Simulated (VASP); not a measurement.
Write the native input for VASP 6.6.1 that does the following.

| Property | Result |
| --- | --- |
| Task | single point |
| Functional | r2SCAN |
| Potentials or basis | VASP PAW PBE potentials, release 64 (Hg) |
| Cutoff | 520 eV |
| k mesh | 11 × 11 × 11 |
| Occupations | fermi-dirac, width 0.1 eV |
| Spin | no spin polarisation |
| Dipole correction | no |
| Further INCAR settings | ALGO = Normal; EDIFF = 1e-07; NBANDS = 12 |

Hg:

```xyz
1
Lattice="3.0890 0.0000 0.0000 0.0000 3.0890 0.0000 0.0000 0.0000 3.0890" Properties=species:S:1:pos:R:3 pbc="T T T"
Hg    0.0000    0.0000    0.0000
```

One way to write it, as run:

POSCAR

```
Hg
1.0
    3.0890424688      0.0000000000      0.0000000000
    0.0000000000      3.0890424688      0.0000000000
    0.0000000000      0.0000000000      3.0890424688
Hg
1
Direct
    0.0000000000      0.0000000000      0.0000000000
```

INCAR.step1

```
PREC = Accurate
ENCUT = 520
ISMEAR = -1
SIGMA = 0.1
LREAL = F
LASPH = T
NELM = 80
NBANDS = 12
GGA = PE
ALGO = Normal
EDIFF = 1E-4
LWAVE = T
LCHARG = F
```

INCAR.step2

```
PREC = Accurate
ENCUT = 520
EDIFF = 1E-7
ISMEAR = -1
SIGMA = 0.1
LREAL = F
LASPH = T
NELM = 80
ALGO = Normal
ISIF = 2
LWAVE = F
LCHARG = F
METAGGA = R2SCAN
LMIXTAU = T
NBANDS = 12
ISTART = 1
```

KPOINTS

```
regular mesh
0
Gamma
  11 11 11
```

Potentials or basis: VASP PAW PBE potentials, release 64 (Hg).

Launch:

```console
$ cat potpaw_PBE.64/Hg/POTCAR > POTCAR
$ cp INCAR.step1 INCAR
$ mpirun -np 1 vasp_std > vasp.out
$ cp INCAR.step2 INCAR
$ mpirun -np 1 vasp_std > vasp.out
```

Results of the run:

```
Pressure               : -1.3 GPa
Band gap on the k mesh : zero (band 6 reaches 3.82 eV, above the bottom of band 7 at 0.39 eV)
```

Caveat: the PAW data sets were made with another functional, which shifts forces and pressure a little; spin-orbit coupling is left out, which moves the levels of the heavy elements.

Run time: 17 s on 1 thread of Intel(R) Xeon(R) 6975P-C (Granite Rapids), with other jobs on the host, peak memory 0.15 GiB.
